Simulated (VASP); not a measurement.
# AlN (P6_3mc) in VASP: notebook

Runs on AlN. Level: LDA. Tasks: relaxation of the atoms.

All numbers are computed with VASP 6.6.1; they aren't measurements. Logs are shortened: lines on timing, memory, paths and dates and some standing lists are left out, and cuts for length are marked.

## 1. The cell of the first run

It takes space group P6_3mc (No. 186, hexagonal). The conventional cell has a = 3.119 Å, b = 3.119 Å, c = 5.141 Å, α = 90.00°, β = 90.00°, γ = 120.00°. Within 2.5 Å of Al (site symmetry 3m) lie 4 N at 1.90 to 1.96 Å. Within 2.5 Å of N (site symmetry 3m) lie 4 Al at 1.90 to 1.96 Å.

## 2. Relaxation of the atoms, LDA

Input file INCAR:

```
SYSTEM = AlN
PREC     = Accurate       ! precision mode
ENCUT    = 520            ! plane-wave cutoff, eV
EDIFF    = 1E-6           ! SCF threshold, eV
ISMEAR   = 0              ! smearing method
SIGMA    = 0.05           ! smearing width, eV
LREAL    = .False.        ! projectors in reciprocal space
LASPH    = .True.         ! aspherical terms in the spheres
NELM     = 100            ! most SCF steps
ALGO     = Normal         ! electronic algorithm
ISIF     = 2              ! what is computed and relaxed
LWAVE    = .False.        ! write WAVECAR
LCHARG   = .False.        ! write CHGCAR
GGA      = CA             ! functional
IBRION   = 2              ! ionic algorithm
NSW      = 50             ! ionic steps
EDIFFG   = -0.01          ! ionic threshold
```

Input file KPOINTS:

```
regular mesh
0
Gamma
  9 9 6
  0 0 0
```

Input file POSCAR:

```
AlN
1.0
    3.1195000000      0.0000000000      0.0000000000
   -1.5597500000      2.7015662471      0.0000000000
    0.0000000000      0.0000000000      5.1413000000
Al N
2 2
Direct
    0.3333333333      0.6666666667      0.0015210172
    0.6666666667      0.3333333333      0.5015210172
    0.3333333333      0.6666666667      0.3834789828
    0.6666666667      0.3333333333      0.8834789828
```

Potentials or basis: VASP PAW LDA potentials, release 64 (Al, N).

Run with:

```console
$ cat potpaw_LDA.64/Al/POTCAR potpaw_LDA.64/N/POTCAR > POTCAR
$ mpirun -np 1 vasp_std > vasp.out
```

OUTCAR:

```text
SYSTEM = AlN
   PREC = Accurate
   ENCUT = 520
   EDIFF = 1E-6
   ISMEAR = 0
   LREAL = .False.
   LASPH = .True.
   NELM = 100
   ISIF = 2
   GGA = CA
   IBRION = 2
   NSW = 50
   EDIFFG = -0.01

 ion  position               nearest neighbor table
   1  0.333  0.667  0.002-   4 1.90   4 1.90   4 1.90   3 1.96   2 3.14   2 3.14   2 3.14   2 3.14
                             2 3.14   2 3.14
   2  0.667  0.333  0.502-   3 1.90   3 1.90   3 1.90   4 1.96   1 3.14   1 3.14   1 3.14   1 3.14
                             1 3.14   1 3.14
   3  0.333  0.667  0.383-   2 1.90   2 1.90   2 1.90   1 1.96
   4  0.667  0.333  0.883-   1 1.90   1 1.90   1 1.90   2 1.96

  LATTYP: Found a hexagonal cell.
 ALAT       =     3.1195000000
 C/A-ratio  =     1.6481166854

  Lattice vectors:

 A1 = (   3.1195000000,   0.0000000000,   0.0000000000)
 A2 = (  -1.5597500000,   2.7015662471,   0.0000000000)
 A3 = (   0.0000000000,   0.0000000000,   5.1413000000)

Analysis of symmetry for initial positions (statically):
=====================================================================
 Subroutine PRICEL returns:
 Original cell was already a primitive cell.

 Routine SETGRP: Setting up the symmetry group for a
 hexagonal supercell.

 Subroutine GETGRP returns: Found 12 space group operations
 (whereof  6 operations were pure point group operations)
 out of a pool of 24 trial point group operations.

The static configuration has the point symmetry C_3v.
 The point group associated with its full space group is C_6v.

Analysis of symmetry for dynamics (positions and initial velocities):
=====================================================================
 Subroutine PRICEL returns:
 Original cell was already a primitive cell.

 Routine SETGRP: Setting up the symmetry group for a
 hexagonal supercell.

 Subroutine GETGRP returns: Found 12 space group operations
 (whereof  6 operations were pure point group operations)
 out of a pool of 24 trial point group operations.

The dynamic configuration has the point symmetry C_3v.
 The point group associated with its full space group is C_6v.

 Subroutine INISYM returns: Found 12 space group operations
 (whereof  6 operations are pure point group operations),
 and found     1 'primitive' translations

----------------------------------------------------------------------------------------

                                     Primitive cell

  volume of cell :      43.3285

  direct lattice vectors                    reciprocal lattice vectors
     3.119500000  0.000000000  0.000000000     0.320564193  0.185077823  0.000000000
    -1.559750000  2.701566247  0.000000000     0.000000000  0.370155646  0.000000000
     0.000000000  0.000000000  5.141300000     0.000000000  0.000000000  0.194503336

  length of vectors
     3.119500000  3.119500000  5.141300000     0.370155646  0.370155646  0.194503336

  position of ions in fractional coordinates (direct lattice)
     0.333333333  0.666666667  0.001521017
     0.666666667  0.333333333  0.501521017
     0.333333333  0.666666667  0.383478983
     0.666666667  0.333333333  0.883478983

  ion indices of the primitive-cell ions
   primitive index   ion index
                 1           1
                 2           2
                 3           3
                 4           4

----------------------------------------------------------------------------------------

 KPOINTS: regular mesh

Automatic generation of k-mesh.
 Grid dimensions read from file:
 generate k-points for:    9    9    6

 Generating k-lattice:

  Cartesian coordinates                     Fractional coordinates (reciprocal lattice)
     0.035618244  0.020564203  0.000000000     0.111111111  0.000000000  0.000000000
     0.000000000  0.041128405  0.000000000     0.000000000  0.111111111  0.000000000
     0.000000000  0.000000000  0.032417223     0.000000000  0.000000000  0.166666667

  Length of vectors
     0.041128405  0.041128405  0.032417223

  Shift w.r.t. Gamma in fractional coordinates (k-lattice)
     0.000000000  0.000000000  0.000000000

[... 41 lines left out ...]
     3.119500000  0.000000000  0.000000000     0.320564193  0.185077823  0.000000000
    -1.559750000  2.701566247  0.000000000     0.000000000  0.370155646  0.000000000
     0.000000000  0.000000000  5.141300000     0.000000000  0.000000000  0.194503336

 POSITION                                       TOTAL-FORCE (eV/Angst)
 -----------------------------------------------------------------------------------
     -0.00000      1.80104      0.00782        -0.000000      0.000000      0.252210
      1.55975      0.90052      2.57847         0.000000     -0.000000      0.252210
     -0.00000      1.80104      1.97158         0.000000      0.000000     -0.252210
      1.55975      0.90052      4.54223        -0.000000     -0.000000     -0.252210
 -----------------------------------------------------------------------------------
    total drift:                               -0.000000      0.000000     -0.000343

  FREE ENERGIE OF THE ION-ELECTRON SYSTEM (eV)
  ---------------------------------------------------
  free  energy   TOTEN  =       -32.7370493398 eV

  energy  without entropy=      -32.7370493398  energy(sigma->0) =      -32.73704934

--------------------------------------- Ionic step        2  -------------------------------------------

 number of electron      16.0000005 magnetization

 Free energy of the ion-electron system (eV)
  ---------------------------------------------------
  ext. energy  EPLUGINS =         0.00000000
  ---------------------------------------------------
  free energy    TOTEN  =       -32.74335491 eV

  energy without entropy =      -32.74335491  energy(sigma->0) =      -32.74335491

 E-fermi :   5.6060     XC(G=0): -11.0879

 val. band max:        5.4024901978   @ k =   0.0000   0.0000   0.0000
 cond. band min:       9.4057587655   @ k =   0.0000   0.0000   0.0000
 fundamental gap:      4.0032685677
 Fermi energy:         5.6059892616

 k-point     1 :       0.0000    0.0000    0.0000
  band No.  band energies     occupation
      1      -9.2661      2.00000
      2      -7.2749      2.00000
      3      -0.4475      2.00000
      4       4.8321      2.00000
      5       4.8321      2.00000
      6       5.3763      2.00000
      7       5.4025      2.00000
      8       5.4025      2.00000
      9       9.4058      0.00000
     10      12.0387      0.00000
     11      15.5280      0.00000
     12      16.4985      0.00000
[... 331 lines left out ...]
 k-point    24 :       0.3333    0.3333    0.1667
  band No.  band energies     occupation
      1      -6.7699      2.00000
      2      -6.7699      2.00000
      3       0.9857      2.00000
      4       1.4239      2.00000
      5       1.4239      2.00000
      6       2.8377      2.00000
      7       3.6294      2.00000
      8       3.6294      2.00000
      9      10.6324      0.00000
     10      13.5764      0.00000
     11      14.2250      0.00000
     12      14.2250      0.00000

 [... further k-points ...]
[... 5 lines left out ...]
  --------------------------------------------------------------------------------------
  -------------------------------------------------------------------------------------
  Total       -2.1296352     -2.1296352     -4.1686232      0.0000000      0.0000000     -0.0000000
  in kB      -78.7484927    -78.7484927   -154.1450812      0.0000000      0.0000000     -0.0000000
  external PRESSURE =    -103.8806889 kB  Pullay stress =       0.0000000 kB

 VOLUME and BASIS-vectors are now :
 -----------------------------------------------------------------------------
  energy-cutoff  :      520.00
  volume of cell :       43.33
      direct lattice vectors                 reciprocal lattice vectors
     3.119500000  0.000000000  0.000000000     0.320564193  0.185077823  0.000000000
    -1.559750000  2.701566247  0.000000000     0.000000000  0.370155646  0.000000000
     0.000000000  0.000000000  5.141300000     0.000000000  0.000000000  0.194503336

 POSITION                                       TOTAL-FORCE (eV/Angst)
 -----------------------------------------------------------------------------------
     -0.00000      1.80104      0.01999         0.000000      0.000000     -0.000265
      1.55975      0.90052      2.59064         0.000000     -0.000000     -0.000265
     -0.00000      1.80104      1.95941         0.000000      0.000000      0.000265
      1.55975      0.90052      4.53006        -0.000000     -0.000000      0.000265
 -----------------------------------------------------------------------------------
    total drift:                               -0.000000      0.000000      0.003307

  FREE ENERGIE OF THE ION-ELECTRON SYSTEM (eV)
  ---------------------------------------------------
  free  energy   TOTEN  =       -32.7433549081 eV

  energy  without entropy=      -32.7433549080  energy(sigma->0) =      -32.74335491

 reached required accuracy - stopping structural energy minimisation
```

Wall time 53 s (1 thread of AMD EPYC 7R13, shared host); peak memory 0.12 GiB.

Results:

```
Free energy               : -32.7434 eV
Energy gained by relaxing : 1.6 meV/atom
Ionic steps               : 2
Pressure after relaxing   : -10.4 GPa
Band gap on the k mesh    : 4.00 eV, direct
```

Stress tensor (GPa, compression positive):
```
 -7.87   0.00   0.00
  0.00  -7.87   0.00
  0.00   0.00 -15.41
```

The path:
```tsv
step	energy change (eV)	largest force (eV/Å)	pressure (GPa)
1	0.0000	0.2522	-10.25
2	-0.0063	0.0003	-10.39
```

Final structure:
```yaml
crystal:
  lattice:
    - [3.11950, 0.00000, 0.00000]
    - [-1.55975, 2.70157, 0.00000]
    - [0.00000, 0.00000, 5.14130]
  atoms:
    - { symbol: Al, position: [0.33333, 0.66667, 0.00389] }
    - { symbol: Al, position: [0.66667, 0.33333, 0.50389] }
    - { symbol: N, position: [0.33333, 0.66667, 0.38111] }
    - { symbol: N, position: [0.66667, 0.33333, 0.88111] }
```

Levels at points of the mesh, in eV from the valence-band top:
| k point | band 5 | band 6 | band 7 | band 8 | band 9 | band 10 | band 11 | band 12 |
| --- | --- | --- | --- | --- | --- | --- | --- | --- |
| (0.00, 0.00, 0.00) | -0.57 | -0.03 | 0.00 | 0.00 | 4.00 | 6.64 | 10.13 | 11.10 |
| (0.00, 0.00, 0.50) | -0.29 | -0.29 | -0.29 | -0.29 | 6.32 | 6.32 | 9.86 | 9.86 |

## 3. Relaxation of the atoms, LDA

This run uses another cell than the first one, of 9.53 Å³/atom, 0.880 times its volume.

Input file INCAR:

```
SYSTEM = AlN
PREC = Accurate
ENCUT = 520
EDIFF = 1E-6
ISMEAR = 0
SIGMA = 0.05
LREAL = .FALSE.
LASPH = .TRUE.
NELM = 100
ALGO = Normal
ISIF = 2
LWAVE = .FALSE.
LCHARG = .FALSE.
IBRION = 2
NSW = 50
EDIFFG = -0.01
```

Input file KPOINTS:

```
regular mesh
0
G
  9 9 6
  0 0 0
```

Input file POSCAR:

```
AlN
1.0
    3.1813000000      0.0000000000      0.0000000000
   -1.5906500000      2.7550866171      0.0000000000
    0.0000000000      0.0000000000      4.3504000000
Al N
2 2
Direct
    0.3333333333      0.6666666667      0.0015210172
    0.6666666667      0.3333333333      0.5015210172
    0.3333333333      0.6666666667      0.3834789828
    0.6666666667      0.3333333333      0.8834789828
```

Potentials or basis: VASP PAW LDA potentials, release 64 (Al, N).

Run with:

```console
$ cat potpaw_LDA.64/Al/POTCAR potpaw_LDA.64/N/POTCAR > POTCAR
$ mpirun -np 1 vasp_std > vasp.out
```

Wall time 18 s (1 thread of Intel Xeon 6975P-C (Granite Rapids), shared host); peak memory 0.13 GiB.

It converged, with:

```yaml
Free_energy: -32.4633 eV
Energy_gained_by_relaxing: 203.6 meV/atom
Ionic_steps: 5
Pressure_after_relaxing: 8.6 GPa
Largest_force_after_relaxing: 0.010 eV/Å
Band_gap_on_the_k_mesh: 3.85 eV, direct
```

Forces in eV/Å, atoms in the order of the input:
```
Al   0.000  0.000  0.010
Al   0.000  0.000  0.010
N    0.000  0.000 -0.010
N    0.000  0.000 -0.010
```

Stress tensor (GPa, compression positive):
```
 6.13  0.00  0.00
 0.00  6.13  0.00
 0.00  0.00 13.59
```

The path:
```csv
step,energy change (eV),largest force (eV/Å),pressure (GPa)
1,0.0000,4.5826,23.98
2,-0.7114,0.2085,5.78
3,-0.8141,0.0519,8.91
4,-0.8079,0.1788,7.81
5,-0.8145,0.0098,8.62
```

Final structure:
```
Al N
1.0
     3.18130    0.00000    0.00000
    -1.59065    2.75509    0.00000
     0.00000    0.00000    4.35040
Al N
2 2
Direct
  0.33333 0.66667 0.97377
  0.66667 0.33333 0.47377
  0.33333 0.66667 0.41123
  0.66667 0.33333 0.91123
```

Levels at points of the mesh, in eV from the valence-band top:
```csv
k point,band 4,band 5,band 6,band 7,band 8,band 9,band 10,band 11,band 12
"(0.00, 0.00, 0.00)",-2.89,-2.89,-1.59,-1.59,0.00,3.85,5.10,9.01,9.01
"(0.00, 0.00, 0.50)",-3.74,-2.27,-2.27,-2.27,-2.27,5.91,5.91,9.29,9.29
```

A k mesh can miss the band edges.

## 4. Relaxation of the atoms, LDA

This run uses another cell than the first one, of 9.58 Å³/atom, 0.885 times its volume.

Input file INCAR:

```
SYSTEM = AlN
PREC     = Accurate       ! precision mode
ENCUT    = 520            ! plane-wave cutoff, eV
EDIFF    = 1E-7           ! SCF threshold, eV
ISMEAR   = 0              ! smearing method
SIGMA    = 0.05           ! smearing width, eV
LREAL    = .FALSE.        ! projectors in reciprocal space
LASPH    = .TRUE.         ! aspherical terms in the spheres
NELM     = 60             ! most SCF steps
ALGO     = Normal         ! electronic algorithm
ISIF     = 2              ! what is computed and relaxed
LWAVE    = .FALSE.        ! write WAVECAR
LCHARG   = .FALSE.        ! write CHGCAR
GGA      = CA             ! functional
IBRION   = 2              ! ionic algorithm
NSW      = 50             ! ionic steps
EDIFFG   = -0.01          ! ionic threshold
```

Input file KPOINTS:

```
Automatic mesh
0
G
  9 9 6
  0 0 0
```

Input file POSCAR:

```
AlN
1.0
    3.1195000000      0.0000000000      0.0000000000
   -1.5597500000      2.7015662471      0.0000000000
    0.0000000000      0.0000000000      4.5481000000
Al N
2 2
Direct
    0.3333333333      0.6666666667      0.0015210172
    0.6666666667      0.3333333333      0.5015210172
    0.3333333333      0.6666666667      0.3834789828
    0.6666666667      0.3333333333      0.8834789828
```

Run with:

```console
$ cat potpaw_LDA.64/Al/POTCAR potpaw_LDA.64/N/POTCAR > POTCAR
$ mpirun -np 1 vasp_std > vasp.out
```

Wall time 14 s (1 thread of Intel Xeon 6975P-C (Granite Rapids), shared host); peak memory 0.14 GiB.

It converged, with:

```
Free energy                  : -32.5984 eV
Energy gained by relaxing    : 58.0 meV/atom
Ionic steps                  : 3
Pressure after relaxing      : 12.7 GPa
Largest force after relaxing : 0.009 eV/Å
Band gap on the k mesh       : 4.29 eV, direct
```

Forces in eV/Å, atoms in the order of the input:
```
Al   0.000  0.000 -0.009
Al   0.000  0.000 -0.009
N    0.000  0.000  0.009
N    0.000  0.000  0.009
```

Stress tensor (GPa, compression positive):
```
 8.14  0.00  0.00
 0.00  8.14  0.00
 0.00  0.00 21.79
```

The path:
| step | energy change (eV) | largest force (eV/Å) | pressure (GPa) |
| --- | --- | --- | --- |
| 1 | 0.0000 | 2.2091 | 17.73 |
| 2 | -0.1518 | 0.7502 | 11.28 |
| 3 | -0.2321 | 0.0092 | 12.69 |

Final structure:
```
Al N
1.0
     3.11950    0.00000    0.00000
    -1.55975    2.70157    0.00000
     0.00000    0.00000    4.54810
Al N
2 2
Direct
  0.33333 0.66667 0.98840
  0.66667 0.33333 0.48840
  0.33333 0.66667 0.39660
  0.66667 0.33333 0.89660
```

Levels at points of the mesh, in eV from the valence-band top:
```tsv
k point	band 4	band 5	band 6	band 7	band 8	band 9	band 10	band 11	band 12
(0.00, 0.00, 0.00)	-2.12	-2.12	-1.11	-1.11	0.00	4.29	5.86	9.97	9.97
(0.00, 0.00, 0.50)	-3.60	-1.64	-1.64	-1.64	-1.64	6.28	6.28	10.29	10.29
```

A k mesh can miss the band edges.

## 5. Relaxation of the atoms, LDA

This run uses another cell than the first one, of 9.61 Å³/atom, 0.887 times its volume.

Input file INCAR:

```
SYSTEM = AlN
ALGO     = Normal         ! electronic algorithm
EDIFF    = 1E-6           ! SCF threshold, eV
EDIFFG   = -0.01          ! ionic threshold
ENCUT    = 520            ! plane-wave cutoff, eV
IBRION   = 2              ! ionic algorithm
ISIF     = 2              ! what is computed and relaxed
ISMEAR   = 0              ! smearing method
LASPH    = .True.         ! aspherical terms in the spheres
LCHARG   = .False.        ! write CHGCAR
LREAL    = .False.        ! projectors in reciprocal space
LWAVE    = .False.        ! write WAVECAR
NELM     = 100            ! most SCF steps
NSW      = 50             ! ionic steps
PREC     = Accurate       ! precision mode
SIGMA    = 0.05           ! smearing width, eV
```

Input file KPOINTS:

```
k-points
0
Gamma
  9 9 6
  0 0 0
```

Input file POSCAR:

```
AlN
1.0
    3.0577000000      0.0000000000      0.0000000000
   -1.5288500000      2.6480458772      0.0000000000
    0.0000000000      0.0000000000      4.7458000000
Al N
2 2
Direct
    0.3333333333      0.6666666667      0.0015210172
    0.6666666667      0.3333333333      0.5015210172
    0.3333333333      0.6666666667      0.3834789828
    0.6666666667      0.3333333333      0.8834789828
```

Run with:

```console
$ cat potpaw_LDA.64/Al/POTCAR potpaw_LDA.64/N/POTCAR > POTCAR
$ mpirun -np 1 vasp_std > vasp.out
```

It took 12 s on 1 thread of Intel Xeon 6975P-C (Granite Rapids), shared host; peak memory 0.14 GiB.

It converged, with:

```yaml
Free_energy: -32.7127 eV
Energy_gained_by_relaxing: 5.4 meV/atom
Ionic_steps: 3
Pressure_after_relaxing: 14.7 GPa
Band_gap_on_the_k_mesh: 4.76 eV, direct
```

Stress tensor (GPa, compression positive):
```
12.69  0.00  0.00
 0.00 12.69  0.00
 0.00  0.00 18.62
```

The path:
```csv
step,energy change (eV),largest force (eV/Å),pressure (GPa)
1,0.0000,0.6112,15.26
2,-0.0145,0.3098,14.48
3,-0.0216,0.0014,14.67
```

Final structure:
```xyz
4
Lattice="3.0577 0.0000 0.0000 -1.5289 2.6480 0.0000 0.0000 0.0000 4.7458" Properties=species:S:1:pos:R:3 pbc="T T T"
Al    0.0000    1.7654    4.7347
Al    1.5289    0.8827    2.3618
N     0.0000    1.7654    1.8382
N     1.5289    0.8827    4.2111
```

Levels at points of the mesh, in eV from the valence-band top:
```
           k point  band 5  band 6  band 7  band 8  band 9  band 10  band 11  band 12
(0.00, 0.00, 0.00)   -1.33   -0.56   -0.56    0.00    4.76     6.77    11.00    11.00
(0.00, 0.00, 0.50)   -0.96   -0.96   -0.96   -0.96    6.83     6.83    10.74    10.74
```

A k mesh can miss the band edges. Expect the measured gap to be larger: semilocal functionals such as LDA lack the derivative discontinuity.

## 6. Summary

```tsv
cell	gap on the mesh (eV)	pressure (GPa)	largest force (eV/Å)
atoms relaxed from a = 3.119, b = 3.119, c = 5.141 Å, angles 90.0, 90.0, 120.0°, 4 atoms	4.00	-10.4	-
atoms relaxed from a = 3.181, b = 3.181, c = 4.350 Å, angles 90.0, 90.0, 120.0°, 4 atoms	3.85	8.6	0.01
atoms relaxed from a = 3.119, b = 3.119, c = 4.548 Å, angles 90.0, 90.0, 120.0°, 4 atoms	4.29	12.7	0.01
atoms relaxed from a = 3.058, b = 3.058, c = 4.746 Å, angles 90.0, 90.0, 120.0°, 4 atoms	4.76	14.7	-
```

Alike in all rows: task relaxation of the atoms; level LDA; potentials or basis VASP PAW LDA potentials, release 64 (Al, N); no spin polarisation; k mesh 9 × 9 × 6; cutoff (eV) 520; smearing gaussian 0.05 eV.

Absolute energies hang on the potentials; compare differences alone.
